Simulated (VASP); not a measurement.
# N (P4_2/mnm) in VASP: a series of runs

The runs below take N through relaxation of shape and atoms at fixed volume, with PBE+D3(BJ).

All numbers are computed with VASP 6.6.1; they aren't measurements. Logs are shortened: lines on timing, memory, paths and dates and some standing lists are left out, and cuts for length are marked.

## Step 1: The cell of the first run

The structure is tetragonal, space group P4_2/mnm (No. 136). The conventional cell has a = 4.014 Å, b = 4.014 Å, c = 5.209 Å, α = 90.00°, β = 90.00°, γ = 90.00°. Within 1.5 Å of N (site symmetry m2m) lie 1 N at 1.09 Å.

## Step 2: Relaxation of shape and atoms at fixed volume, PBE+D3(BJ) (20.98 Å³/atom)

INCAR reads:

```
SYSTEM = N
ALGO = Normal ; EDIFF = 1E-7
EDIFFG = -0.01 ; ENCUT = 600
GGA = PE ; IBRION = 2
ISIF = 4 ; ISMEAR = 0
IVDW = 12 ; LASPH = .TRUE.
LCHARG = .FALSE. ; LREAL = .FALSE.
LWAVE = .FALSE. ; NELM = 60
NSW = 50 ; PREC = Accurate
SIGMA = 0.02
```

KPOINTS reads:

```
k-points
0
G
  6 6 4
  0 0 0
```

POSCAR reads:

```
N
1.0
    4.0136339580      0.0000000000      0.0000000000
    0.0000000000      4.0136339580      0.0000000000
    0.0000000000      0.0000000000      5.2087232270
N
4
Direct
    0.9039720457      0.9039720457      0.0000000000
    0.5960279543      0.4039720457      0.5000000000
    0.0960279543      0.0960279543      0.0000000000
    0.4039720457      0.5960279543      0.5000000000
```

Potentials or basis: VASP PAW PBE potentials, release 64 (N).

Run with:

```
$ cat potpaw_PBE.64/N/POTCAR > POTCAR
$ mpirun -np 1 vasp_std > vasp.out
```

OUTCAR:

```text
SYSTEM = N
   EDIFF = 1E-7
   EDIFFG = -0.01
   ENCUT = 600
   GGA = PE
   IBRION = 2
   ISIF = 4
   ISMEAR = 0
   IVDW = 12
   LASPH = .TRUE.
   LREAL = .FALSE.
   NELM = 60
   NSW = 50
   PREC = Accurate
 IVDW          = 12

 ion  position               nearest neighbor table
   1  0.904  0.904  0.000-   3 1.09
   2  0.596  0.404  0.500-   4 1.09
   3  0.096  0.096  0.000-   1 1.09
   4  0.404  0.596  0.500-   2 1.09

  LATTYP: Found a simple tetragonal cell.
 ALAT       =     4.0136339580
 C/A-ratio  =     1.2977574142

  Lattice vectors:

 A1 = (   4.0136339580,   0.0000000000,   0.0000000000)
 A2 = (   0.0000000000,   4.0136339580,   0.0000000000)
 A3 = (   0.0000000000,   0.0000000000,   5.2087232270)

Analysis of symmetry for initial positions (statically):
=====================================================================
 Subroutine PRICEL returns:
 Original cell was already a primitive cell.

 Routine SETGRP: Setting up the symmetry group for a
 simple tetragonal supercell.

 Subroutine GETGRP returns: Found 16 space group operations
 (whereof  8 operations were pure point group operations)
 out of a pool of 16 trial point group operations.

The static configuration has the point symmetry D_2h.
 The point group associated with its full space group is D_4h.

Analysis of symmetry for dynamics (positions and initial velocities):
=====================================================================
 Subroutine PRICEL returns:
 Original cell was already a primitive cell.

 Routine SETGRP: Setting up the symmetry group for a
 simple tetragonal supercell.

 Subroutine GETGRP returns: Found 16 space group operations
 (whereof  8 operations were pure point group operations)
 out of a pool of 16 trial point group operations.

The dynamic configuration has the point symmetry D_2h.
 The point group associated with its full space group is D_4h.

 Subroutine INISYM returns: Found 16 space group operations
 (whereof  8 operations are pure point group operations),
 and found     1 'primitive' translations

----------------------------------------------------------------------------------------

                                     Primitive cell

  volume of cell :      83.9087

  direct lattice vectors                    reciprocal lattice vectors
     4.013633958  0.000000000  0.000000000     0.249150772  0.000000000  0.000000000
     0.000000000  4.013633958  0.000000000     0.000000000  0.249150772  0.000000000
     0.000000000  0.000000000  5.208723227     0.000000000  0.000000000  0.191985628

  length of vectors
     4.013633958  4.013633958  5.208723227     0.249150772  0.249150772  0.191985628

  position of ions in fractional coordinates (direct lattice)
     0.903972046  0.903972046  0.000000000
     0.596027954  0.403972046  0.500000000
     0.096027954  0.096027954  0.000000000
     0.403972046  0.596027954  0.500000000

  ion indices of the primitive-cell ions
   primitive index   ion index
                 1           1
                 2           2
                 3           3
                 4           4

----------------------------------------------------------------------------------------

 KPOINTS: k-points

Automatic generation of k-mesh.
 Grid dimensions read from file:
 generate k-points for:    6    6    4

 Generating k-lattice:

  Cartesian coordinates                     Fractional coordinates (reciprocal lattice)
     0.041525129  0.000000000  0.000000000     0.166666667  0.000000000  0.000000000
     0.000000000  0.041525129  0.000000000     0.000000000  0.166666667  0.000000000
     0.000000000  0.000000000  0.047996407     0.000000000  0.000000000  0.250000000

  Length of vectors
     0.041525129  0.041525129  0.047996407

  Shift w.r.t. Gamma in fractional coordinates (k-lattice)
     0.000000000  0.000000000  0.000000000

 Subroutine IBZKPT returns following result:
 ===========================================

 Found     30 irreducible k-points:

 Following reciprocal coordinates:
            Coordinates               Weight
  0.000000  0.000000  0.000000      1.000000
  0.166667  0.000000  0.000000      4.000000
  0.333333  0.000000  0.000000      4.000000
  0.500000  0.000000  0.000000      2.000000
  0.166667  0.166667  0.000000      4.000000
  0.333333  0.166667  0.000000      8.000000
[... 16 lines left out ...]
  0.333333  0.000000  0.500000      4.000000
  0.500000  0.000000  0.500000      2.000000
 [... further k-points ...]
   k-points           NKPTS =     30   k-points in BZ     NKDIM =     30   number of bands    NBANDS=     14
   number of dos      NEDOS =    301   number of ions     NIONS =      4
   total plane-waves  NPLWV =  43008
   dimension x,y,z NGX =    32 NGY =   32 NGZ =   42
   dimension x,y,z NGXF=    64 NGYF=   64 NGZF=   84
   ions per type =               4
   NGX,Y,Z   is equivalent  to a cutoff of  13.25, 13.25, 13.41 a.u.
   NGXF,Y,Z  is equivalent  to a cutoff of  26.51, 26.51, 26.81 a.u.
 SYSTEM =  N
   PREC   = accura    normal or accurate (medium, high low for compatibility)
   ISTART =      0    job   : 0-new  1-cont  2-samecut
   ICHARG =      2    charge: 1-file 2-atom 10-const
   ISPIN  =      1    spin polarized calculation?
   LNONCOLLINEAR =      F non collinear calculations
   LSORBIT =      F    spin-orbit coupling
   LASPH  =      T    aspherical Exc in radial PAW
   ENCUT  =  600.0 eV  44.10 Ry    6.64 a.u.   8.02  8.02 10.40*2*pi/ulx,y,z
   NELM   =     60;   NELMIN=  2; NELMDL= -5     # of ELM steps
   EDIFF  = 0.1E-06   stopping-criterion for ELM
   LREAL  =      F    real-space projection
   EDIFFG = -.1E-01   stopping-criterion for IOM
   NSW    =     50    number of steps for IOM
   IBRION =      2    ionic relax: 0-MD 1-quasi-New 2-CG
   NFREE  =      1    steps in history (QN), initial steepest desc. (CG)
   ISIF   =      4    stress and relaxation
   ISYM   =      2    0-nonsym 1-usesym 2-fastsym
   POTIM  = 0.5000    time-step for ionic-motion
   TEBEG  =    0.0;   TEEND  =   0.0 temperature during run
   PSTRESS=    0.0 pullay stress
   NELECT =      20.0000    total number of electrons
   NUPDOWN=      -1.0000    fix difference up-down
   EMIN   =  10.00;   EMAX   =-10.00  energy-range for DOS
   EFERMI =   0.00;   METHOD = LEGACY
   ISMEAR =     0;   SIGMA  =   0.02  broadening in eV -4-tet -1-fermi 0-gaus
   EFERMI_NEDOS =   21; number of points for ismear=-14 and -15
   IALGO  =     38    algorithm
   IMIX   =      4    mixing-type and parameters
     AMIX     =   0.40;   BMIX     =  1.00
     AMIX_MAG =   1.60;   BMIX_MAG =  1.00
  volume/ion in A,a.u.               =      20.98       141.56
  Fermi-wavevector in a.u.,A,eV,Ry     =   1.015039  1.918145 14.018128  1.030303
  Thomas-Fermi vector in A             =   2.148301
   LORBIT       =      0    0 simple, 1 ext, 2 COOP (PROOUT), +10 PAW based schemes
   GGA     = PE    functional components
   LHFCALC =     F    Hartree Fock is set to
   AEXX    =    0.0000 exact exchange contribution
   IVDW    =    12    specifies the selected vdW correction
   LEPSILON=     F    determine dielectric tensor
   LRPA    =     F    only Hartree local field effects (RPA)
 conjugate gradient relaxation of ions
 non-spin polarized calculation
 Gauss-broadening in eV      SIGMA  =   0.02
  energy-cutoff  :      600.00
  volume of cell :       83.91
 maximum number of plane-waves:      2840
   NGX = 17   NGY = 17   NGZ = 21

--------------------------------------- Ionic step        1  -------------------------------------------

 number of electron      20.0000006 magnetization

 Free energy of the ion-electron system (eV)
  ---------------------------------------------------
  ext. energy  EPLUGINS =         0.00000000
  ---------------------------------------------------
  free energy    TOTEN  =       -33.23614235 eV

  energy without entropy =      -33.23614235  energy(sigma->0) =      -33.23614235

------------------------ aborting loop because EDIFF is reached ----------------------------------------

 Edisp (eV)   -0.24036

 E8    (eV) :    -0.0580

  FORCE on cell =-STRESS in cart. coord.  units (eV):
  Direction    XX          YY          ZZ          XY          YZ          ZX
  --------------------------------------------------------------------------------------
  -------------------------------------------------------------------------------------
  Total       3.88546     3.88546     0.00385     0.00000     0.00000     0.00000
  in kB      74.19015    74.19015     0.07348     0.00000     0.00000     0.00000
  external pressure =       49.48 kB  Pullay stress =        0.00 kB
[... 191 lines left out ...]
  energy  without entropy=      -33.5530368718  energy(sigma->0) =      -33.55303687

--------------------------------------- Ionic step        6  -------------------------------------------

 number of electron      20.0000000 magnetization

 Free energy of the ion-electron system (eV)
  ---------------------------------------------------
  ext. energy  EPLUGINS =         0.00000000
  ---------------------------------------------------
  free energy    TOTEN  =       -33.31274868 eV

  energy without entropy =      -33.31274868  energy(sigma->0) =      -33.31274868

 E-fermi :  -6.0324     XC(G=0):  -6.7186

 val. band max:       -6.1430630005   @ k =   0.5000   0.5000   0.5000
 cond. band min:       0.5406945157   @ k =   0.0000   0.0000   0.0000
 fundamental gap:      6.6837575163
 Fermi energy:        -6.0324384932

 k-point     1 :       0.0000    0.0000    0.0000
  band No.  band energies     occupation
      1     -24.4787      2.00000
      2     -24.3966      2.00000
      3      -9.6002      2.00000
      4      -9.6002      2.00000
      5      -8.2012      2.00000
      6      -7.5376      2.00000
      7      -7.5376      2.00000
      8      -7.4232      2.00000
      9      -7.2632      2.00000
     10      -6.3608      2.00000
     11       0.5407      0.00000
     12       1.5107      0.00000
     13       1.8882      0.00000
     14       1.8882      0.00000
[... 375 lines left out ...]
 k-point    24 :       0.5000    0.0000    0.5000
  band No.  band energies     occupation
      1     -24.4220      2.00000
      2     -24.4220      2.00000
      3      -9.9070      2.00000
      4      -9.9070      2.00000
      5      -7.9323      2.00000
      6      -7.9323      2.00000
      7      -7.5355      2.00000
      8      -7.5355      2.00000
      9      -6.4658      2.00000
     10      -6.4658      2.00000
     11       1.2745      0.00000
     12       1.2745      0.00000
     13       1.9988      0.00000
     14       1.9988      0.00000

 [... further k-points ...]

------------------------ aborting loop because EDIFF is reached ----------------------------------------

 Edisp (eV)   -0.24071

 E8    (eV) :    -0.0581

  FORCE on cell =-STRESS in cart. coord.  units (eV):
  Direction    XX          YY          ZZ          XY          YZ          ZX
  --------------------------------------------------------------------------------------
  -------------------------------------------------------------------------------------
  Total      -0.02665    -0.02665     0.03221     0.00000     0.00000     0.00000
  in kB      -0.50895    -0.50895     0.61505     0.00000     0.00000     0.00000
  external pressure =       -0.13 kB  Pullay stress =        0.00 kB
[... 19 lines left out ...]
  FREE ENERGIE OF THE ION-ELECTRON SYSTEM (eV)
  ---------------------------------------------------
  free  energy   TOTEN  =       -33.5534537268 eV

  energy  without entropy=      -33.5534537268  energy(sigma->0) =      -33.55345373

 reached required accuracy - stopping structural energy minimisation
```

Run time: 3.2 min. Hardware: 1 thread of Intel Xeon 8259CL, shared host; peak memory 0.21 GiB.

What came out:

| Item | Value |
| --- | --- |
| Free energy | -33.5535 eV |
| Pressure after relaxing | 0.0 GPa |
| Largest force after relaxing | 0.008 eV/Å |
| Band gap on the k mesh | 6.68 eV (least direct gap 6.90 eV) |
| Dispersion energy per atom | -0.060 eV |

Forces in eV/Å, atoms in the order of the input:
```
N    0.006  0.006  0.000
N   -0.006  0.006  0.000
N   -0.006 -0.006  0.000
N    0.006 -0.006  0.000
```

Final structure:
```cif
data_structure
_symmetry_space_group_name_H-M 'P 1'
_symmetry_Int_Tables_number 1
_cell_length_a 4.0166
_cell_length_b 4.0166
_cell_length_c 5.2010
_cell_angle_alpha 90.000
_cell_angle_beta 90.000
_cell_angle_gamma 90.000
_cell_volume 83.91
loop_
_atom_site_label
_atom_site_type_symbol
_atom_site_fract_x
_atom_site_fract_y
_atom_site_fract_z
_atom_site_occupancy
N1 N 0.90211 0.90211 0.00000 1
N2 N 0.59789 0.40211 0.50000 1
N3 N 0.09789 0.09789 0.00000 1
N4 N 0.40211 0.59789 0.50000 1
```

Levels at points of the mesh, in eV from the valence-band top:
| k point | band 8 | band 9 | band 10 | band 11 | band 12 | band 13 |
| --- | --- | --- | --- | --- | --- | --- |
| (0.00, 0.00, 0.00) | -1.28 | -1.12 | -0.22 | 6.68 | 7.65 | 8.03 |
| (0.50, 0.00, 0.00) | -1.63 | -0.25 | -0.25 | 7.81 | 7.81 | 7.82 |
| (0.50, 0.50, 0.00) | -1.57 | -0.05 | -0.05 | 7.56 | 7.56 | 8.62 |
| (0.00, 0.00, 0.50) | -1.41 | -0.44 | -0.44 | 7.14 | 7.14 | 8.02 |
| (0.50, 0.00, 0.50) | -1.39 | -0.32 | -0.32 | 7.42 | 7.42 | 8.14 |
| (0.50, 0.50, 0.50) | -1.63 | 0.00 | 0.00 | 7.61 | 7.61 | 8.62 |

Caveat: the standard files for N, O and F lose accuracy on very short bonds. A k mesh can miss the band edges.

[end of part 1 of 2]
